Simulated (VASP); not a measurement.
# BeS (F-43m) in VASP: a series of runs

BeS is run at these levels: r2SCAN; tasks: single point.

Everything below comes from runs of VASP 6.6.1. Logs are shortened: lines on timing, memory, paths and dates and some standing lists are left out, and cuts for length are marked.

**1. The cell of the first run**

Symmetry: F-43m, No. 216, cubic system. The conventional cell has a = 4.674 Å, b = 4.674 Å, c = 4.674 Å, α = 90.00°, β = 90.00°, γ = 90.00°. Within 2.7 Å of Be (site symmetry -43m) lie 4 S at 2.02 Å. S (site symmetry -43m) has 4 Be at 2.02 Å within 2.7 Å.

**2. Single point, r2SCAN**

POSCAR

```
BeS
1.0
    0.0000000000      2.3371294598      2.3371294598
    2.3371294598      0.0000000000      2.3371294598
    2.3371294598      2.3371294598      0.0000000000
Be S
1 1
Direct
    0.0000000000      0.0000000000      0.0000000000
    0.7500000000      0.7500000000      0.7500000000
```

INCAR.step1

```
  PREC = Accurate
  ENCUT = 520
  ISMEAR = 0
  SIGMA = 0.01
  LREAL = F
  LASPH = T
  NELM = 80
  NBANDS = 11
  GGA = PE
  ALGO = Normal
  EDIFF = 1E-4
  LWAVE = T
  LCHARG = F
```

INCAR.step2

```
  PREC = Accurate
  ENCUT = 520
  EDIFF = 1E-7
  ISMEAR = 0
  SIGMA = 0.01
  LREAL = F
  LASPH = T
  NELM = 80
  ALGO = Normal
  ISIF = 2
  LWAVE = F
  LCHARG = F
  METAGGA = R2SCAN
  LMIXTAU = T
  NBANDS = 11
  ISTART = 1
```

KPOINTS

```
Automatic mesh
0
Gamma
  8 8 8
```

Potentials or basis: VASP PAW PBE potentials, release 64 (Be, S).

Run with:

```console
cat potpaw_PBE.64/Be/POTCAR potpaw_PBE.64/S/POTCAR > POTCAR
cp INCAR.step1 INCAR
mpirun -np 1 vasp_std > vasp.out
cp INCAR.step2 INCAR
mpirun -np 1 vasp_std > vasp.out
```

OUTCAR:

```text
PREC = Accurate
   ENCUT = 520
   EDIFF = 1E-7
   ISMEAR = 0
   LREAL = F
   LASPH = T
   NELM = 80
   ISIF = 2
   METAGGA = R2SCAN
   ISTART = 1

 ion  position               nearest neighbor table
   1  0.000  0.000  0.000-   2 2.02   2 2.02   2 2.02   2 2.02
   2  0.750  0.750  0.750-   1 2.02   1 2.02   1 2.02   1 2.02

  LATTYP: Found a face centered cubic cell.
 ALAT       =     4.6742589196

  Lattice vectors:

 A1 = (   0.0000000000,   2.3371294598,   2.3371294598)
 A2 = (   2.3371294598,   0.0000000000,   2.3371294598)
 A3 = (   2.3371294598,   2.3371294598,   0.0000000000)

Analysis of symmetry for initial positions (statically):
=====================================================================
 Subroutine PRICEL returns:
 Original cell was already a primitive cell.

 Routine SETGRP: Setting up the symmetry group for a
 face centered cubic supercell.

 Subroutine GETGRP returns: Found 24 space group operations
 (whereof 24 operations were pure point group operations)
 out of a pool of 48 trial point group operations.

The static configuration has the point symmetry T_d .

Analysis of symmetry for dynamics (positions and initial velocities):
=====================================================================
 Subroutine PRICEL returns:
 Original cell was already a primitive cell.

 Routine SETGRP: Setting up the symmetry group for a
 face centered cubic supercell.

 Subroutine GETGRP returns: Found 24 space group operations
 (whereof 24 operations were pure point group operations)
 out of a pool of 48 trial point group operations.

The dynamic configuration has the point symmetry T_d .

 Subroutine INISYM returns: Found 24 space group operations
 (whereof 24 operations are pure point group operations),
 and found     1 'primitive' translations

----------------------------------------------------------------------------------------

                                     Primitive cell

  volume of cell :      25.5316

  direct lattice vectors                    reciprocal lattice vectors
     0.000000000  2.337129460  2.337129460    -0.213937657  0.213937657  0.213937657
     2.337129460  0.000000000  2.337129460     0.213937657 -0.213937657  0.213937657
     2.337129460  2.337129460  0.000000000     0.213937657  0.213937657 -0.213937657

  length of vectors
     3.305200179  3.305200179  3.305200179     0.370550891  0.370550891  0.370550891

  position of ions in fractional coordinates (direct lattice)
     0.000000000  0.000000000  0.000000000
     0.750000000  0.750000000  0.750000000
[... 81 lines left out ...]
   IBRION =     -1    ionic relax: 0-MD 1-quasi-New 2-CG
   NFREE  =      0    steps in history (QN), initial steepest desc. (CG)
   ISIF   =      2    stress and relaxation
   ISYM   =      2    0-nonsym 1-usesym 2-fastsym
   POTIM  = 0.5000    time-step for ionic-motion
   TEBEG  =    0.0;   TEEND  =   0.0 temperature during run
   PSTRESS=    0.0 pullay stress
   NELECT =       8.0000    total number of electrons
   NUPDOWN=      -1.0000    fix difference up-down
   EMIN   =  10.00;   EMAX   =-10.00  energy-range for DOS
   EFERMI =   0.00;   METHOD = LEGACY
   ISMEAR =     0;   SIGMA  =   0.01  broadening in eV -4-tet -1-fermi 0-gaus
   EFERMI_NEDOS =   21; number of points for ismear=-14 and -15
   IALGO  =     38    algorithm
   IMIX   =      4    mixing-type and parameters
     AMIX     =   0.40;   BMIX     =  1.00
     AMIX_MAG =   1.60;   BMIX_MAG =  1.00
  volume/ion in A,a.u.               =      12.77        86.15
  Fermi-wavevector in a.u.,A,eV,Ry     =   1.111933  2.101249 16.822183  1.236396
  Thomas-Fermi vector in A             =   2.248502
   LORBIT       =      0    0 simple, 1 ext, 2 COOP (PROOUT), +10 PAW based schemes
   METAGGA = R2SCAN    functional components
   LHFCALC =     F    Hartree Fock is set to
   AEXX    =    0.0000 exact exchange contribution
   IVDW    =     0    specifies the selected vdW correction
   LEPSILON=     F    determine dielectric tensor
   LRPA    =     F    only Hartree local field effects (RPA)
 non-spin polarized calculation
 Gauss-broadening in eV      SIGMA  =   0.01
  energy-cutoff  :      520.00
  volume of cell :       25.53
 maximum number of plane-waves:       701
 NGX is ok and might be reduce to    28
   NGX = 13   NGY = 13   NGZ = 13

 number of electron       7.9999999 magnetization

 Free energy of the ion-electron system (eV)
  ---------------------------------------------------
  ext. energy  EPLUGINS =         0.00000000
  ---------------------------------------------------
  free energy    TOTEN  =       -14.63891394 eV

  energy without entropy =      -14.63891394  energy(sigma->0) =      -14.63891394

 E-fermi :   5.2951     XC(G=0): -10.6746

 val. band max:        5.1914434663   @ k =   0.0000   0.0000   0.0000
 cond. band min:       8.4831974879   @ k =   0.5000   0.5000   0.0000
 fundamental gap:      3.2917540217
 Fermi energy:         5.2951006391

 k-point     1 :       0.0000    0.0000    0.0000
  band No.  band energies     occupation
      1      -9.9358      2.00000
      2       5.1914      2.00000
      3       5.1914      2.00000
      4       5.1914      2.00000
      5      11.3483      0.00000
      6      11.3483      0.00000
      7      11.3483      0.00000
      8      12.9235      0.00000
      9      18.8157      0.00000
     10      18.8157      0.00000
     11      22.0284      0.00000
[... 309 lines left out ...]
 k-point    24 :      -0.3750    0.2500    0.1250
  band No.  band energies     occupation
      1      -7.5738      2.00000
      2      -0.9427      2.00000
      3       1.9546      2.00000
      4       2.9919      2.00000
      5      11.7445      0.00000
      6      12.6402      0.00000
      7      15.5616      0.00000
      8      16.9354      0.00000
      9      18.0355      0.00000
     10      22.1588      0.00000
     11      23.1774      0.00000

 [... further k-points ...]
[... 5 lines left out ...]
  --------------------------------------------------------------------------------------
  -------------------------------------------------------------------------------------
  Total        2.4278843      2.4278843      2.4278843     -0.0000000     -0.0000000     -0.0000000
  in kB      152.3562487    152.3562487    152.3562487     -0.0000000     -0.0000000     -0.0000000
  external PRESSURE =     152.3562487 kB  Pullay stress =       0.0000000 kB

 VOLUME and BASIS-vectors are now :
 -----------------------------------------------------------------------------
  energy-cutoff  :      520.00
  volume of cell :       25.53
      direct lattice vectors                 reciprocal lattice vectors
     0.000000000  2.337129460  2.337129460    -0.213937657  0.213937657  0.213937657
     2.337129460  0.000000000  2.337129460     0.213937657 -0.213937657  0.213937657
     2.337129460  2.337129460  0.000000000     0.213937657  0.213937657 -0.213937657

 POSITION                                       TOTAL-FORCE (eV/Angst)
 -----------------------------------------------------------------------------------
      0.00000      0.00000      0.00000         0.000000      0.000000      0.000000
      3.50569      3.50569      3.50569        -0.000000     -0.000000     -0.000000
 -----------------------------------------------------------------------------------
    total drift:                                0.000000      0.000000      0.000000

  FREE ENERGIE OF THE ION-ELECTRON SYSTEM (eV)
  ---------------------------------------------------
  free  energy   TOTEN  =       -14.6389139395 eV

  energy  without entropy=      -14.6389139395  energy(sigma->0) =      -14.63891394
```

Wall time 50 s (1 thread of Intel Xeon 6975P-C (Granite Rapids), shared host); peak memory 0.15 GiB.

What came out:

- Free energy: -14.6389 eV
- Pressure: 15.2 GPa
- Band gap on the k mesh: 3.29 eV, indirect (least direct gap 6.16 eV)

Caveat: the PAW data sets were made with another functional, which shifts forces and pressure a little.

**3. Single point, r2SCAN**

This run uses another cell than the first one, of 13.22 Å³/atom, 1.036 times its volume.

POSCAR

```
BeS
1.0
    0.0000000000      2.3647110056      2.3647110056
    2.3647110056      0.0000000000      2.3647110056
    2.3647110056      2.3647110056      0.0000000000
Be S
1 1
Direct
    0.0000000000      0.0000000000      0.0000000000
    0.7500000000      0.7500000000      0.7500000000
```

INCAR.step1

```
SYSTEM = BeS
PREC     = Accurate       ! precision mode
ENCUT    = 520            ! plane-wave cutoff, eV
ISMEAR   = 0              ! smearing method
SIGMA    = 0.01           ! smearing width, eV
LREAL    = .FALSE.        ! projectors in reciprocal space
LASPH    = .TRUE.         ! aspherical terms in the spheres
NELM     = 80             ! most SCF steps
NBANDS   = 11             ! bands
GGA      = PE             ! functional
ALGO     = Normal         ! electronic algorithm
EDIFF    = 1E-4           ! SCF threshold, eV
LWAVE    = .TRUE.         ! write WAVECAR
LCHARG   = .FALSE.        ! write CHGCAR
```

INCAR.step2

```
SYSTEM = BeS
PREC     = Accurate       ! precision mode
ENCUT    = 520            ! plane-wave cutoff, eV
EDIFF    = 1E-6           ! SCF threshold, eV
ISMEAR   = 0              ! smearing method
SIGMA    = 0.01           ! smearing width, eV
LREAL    = .FALSE.        ! projectors in reciprocal space
LASPH    = .TRUE.         ! aspherical terms in the spheres
NELM     = 80             ! most SCF steps
ALGO     = Normal         ! electronic algorithm
ISIF     = 2              ! what is computed and relaxed
LWAVE    = .FALSE.        ! write WAVECAR
LCHARG   = .FALSE.        ! write CHGCAR
METAGGA  = R2SCAN         ! meta-GGA
LMIXTAU  = .TRUE.       
NBANDS   = 11             ! bands
ISTART   = 1
```

KPOINTS

```
Automatic mesh
0
G
  8 8 8
  0 0 0
```

Potentials or basis: VASP PAW PBE potentials, release 64 (Be, S).

Run with:

```console
cat potpaw_PBE.64/Be/POTCAR potpaw_PBE.64/S/POTCAR > POTCAR
cp INCAR.step1 INCAR
mpirun -np 1 vasp_std > vasp.out
cp INCAR.step2 INCAR
mpirun -np 1 vasp_std > vasp.out
```

OUTCAR:

```text
SYSTEM = BeS
   PREC = Accurate
   ENCUT = 520
   EDIFF = 1E-6
   ISMEAR = 0
   LREAL = .FALSE.
   LASPH = .TRUE.
   NELM = 80
   ISIF = 2
   METAGGA = R2SCAN
   ISTART = 1

 ion  position               nearest neighbor table
   1  0.000  0.000  0.000-   2 2.05   2 2.05   2 2.05   2 2.05
   2  0.750  0.750  0.750-   1 2.05   1 2.05   1 2.05   1 2.05

  LATTYP: Found a face centered cubic cell.
 ALAT       =     4.7294220112

  Lattice vectors:

 A1 = (   0.0000000000,   2.3647110056,   2.3647110056)
 A2 = (   2.3647110056,   0.0000000000,   2.3647110056)
 A3 = (   2.3647110056,   2.3647110056,   0.0000000000)

Analysis of symmetry for initial positions (statically):
=====================================================================
 Subroutine PRICEL returns:
 Original cell was already a primitive cell.

 Routine SETGRP: Setting up the symmetry group for a
 face centered cubic supercell.

 Subroutine GETGRP returns: Found 24 space group operations
 (whereof 24 operations were pure point group operations)
 out of a pool of 48 trial point group operations.

The static configuration has the point symmetry T_d .

Analysis of symmetry for dynamics (positions and initial velocities):
[... 167 lines left out ...]
 k-point     1 :       0.0000    0.0000    0.0000
  band No.  band energies     occupation
      1     -10.0638      2.00000
      2       4.7871      2.00000
      3       4.7871      2.00000
      4       4.7871      2.00000
      5      10.9830      0.00000
      6      10.9830      0.00000
      7      10.9830      0.00000
      8      12.1783      0.00000
      9      18.3496      0.00000
     10      18.3496      0.00000
     11      21.3287      0.00000
[... 309 lines left out ...]
 k-point    24 :      -0.3750    0.2500    0.1250
  band No.  band energies     occupation
      1      -7.8327      2.00000
      2      -1.1059      2.00000
      3       1.6785      2.00000
      4       2.6955      2.00000
      5      11.3734      0.00000
      6      12.1695      0.00000
      7      15.0039      0.00000
      8      16.3776      0.00000
      9      17.4673      0.00000
     10      21.5294      0.00000
     11      22.4660      0.00000

 [... further k-points ...]
[... 5 lines left out ...]
  --------------------------------------------------------------------------------------
  -------------------------------------------------------------------------------------
  Total        1.6958627      1.6958627      1.6958627     -0.0000000     -0.0000000      0.0000000
  in kB      102.7394061    102.7394061    102.7394061     -0.0000000     -0.0000000      0.0000000
  external PRESSURE =     102.7394061 kB  Pullay stress =       0.0000000 kB

 VOLUME and BASIS-vectors are now :
 -----------------------------------------------------------------------------
  energy-cutoff  :      520.00
  volume of cell :       26.45
      direct lattice vectors                 reciprocal lattice vectors
     0.000000000  2.364711006  2.364711006    -0.211442328  0.211442328  0.211442328
     2.364711006  0.000000000  2.364711006     0.211442328 -0.211442328  0.211442328
     2.364711006  2.364711006  0.000000000     0.211442328  0.211442328 -0.211442328

 POSITION                                       TOTAL-FORCE (eV/Angst)
 -----------------------------------------------------------------------------------
      0.00000      0.00000      0.00000         0.000000      0.000000     -0.000000
      3.54707      3.54707      3.54707        -0.000000     -0.000000      0.000000
 -----------------------------------------------------------------------------------
    total drift:                                0.000000      0.000000      0.000000

  FREE ENERGIE OF THE ION-ELECTRON SYSTEM (eV)
  ---------------------------------------------------
  free  energy   TOTEN  =       -14.7116653580 eV

  energy  without entropy=      -14.7116653580  energy(sigma->0) =      -14.71166536
```

It took 42 s on 1 thread of Intel Xeon 6975P-C (Granite Rapids), shared host; peak memory 0.15 GiB.

What came out:

- Free energy: -14.7117 eV
- Pressure: 10.3 GPa
- Band gap on the k mesh: 3.39 eV, indirect (least direct gap 6.20 eV)

Levels at points of the mesh, in eV from the valence-band top:
```tsv
k point	band 1	band 2	band 3	band 4	band 5	band 6	band 7	band 8	band 9
(0.00, 0.00, 0.00)	-14.85	0.00	0.00	0.00	6.20	6.20	6.20	7.39	13.56
(0.50, 0.00, 0.00)	-12.95	-6.49	-1.17	-1.17	6.38	7.09	7.09	12.44	16.09
(0.50, 0.50, 0.00)	-12.30	-5.61	-3.00	-3.00	3.39	5.30	14.48	14.48	17.49
```

Caveat: the PAW data sets were made with another functional, which shifts forces and pressure a little.

(Continued in part 2 of 2.)
